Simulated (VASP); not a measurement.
AlCu3, 4 atoms in the cell. The structure is cubic, space group Fm-3m (No. 225). Conventional cell: a = 5.572 Å, b = 5.572 Å, c = 5.572 Å, α = 90.00°, β = 90.00°, γ = 90.00°. Within 3.2 Å of Al (site symmetry m-3m) lie 14 Cu at 2.41 to 2.79 Å. Cu (site symmetry m-3m) has 8 Cu at 2.41 Å and 6 Al at 2.79 Å within 3.2 Å. Within 3.2 Å of Cu (site symmetry -43m) lie 4 Al at 2.41 Å and 10 Cu at 2.41 to 2.79 Å. 

| Property | Result |
| --- | --- |
| Program | VASP 6.6.1 |
| Task | single point |
| Functional | PBEsol |
| Potentials or basis | VASP PAW PBE potentials, release 64 (Al, Cu) |
| Cutoff | 520 eV |
| k mesh | 12 × 12 × 12 |
| Occupations | gaussian, width 0.1 eV |
| Spin | no spin polarisation |
| Dipole correction | no |
| Further INCAR settings | ALGO = Normal; EDIFF = 1e-06; NBANDS = 26 |

Potentials or basis: VASP PAW PBE potentials, release 64 (Al, Cu).

The run is started by

```bash
$ cat potpaw_PBE.64/Al/POTCAR potpaw_PBE.64/Cu/POTCAR > POTCAR
$ mpirun -np 1 vasp_std > vasp.out
```

Hardware: 1 thread of Intel Xeon 8259CL (shared host).

**Question.** Estimate the wall time of this run.

**Answer.** It took 2.6 min on 1 thread of Intel Xeon 8259CL, on a shared host, peak memory 0.21 GiB. Counts: scf iterations 15, k points 72.
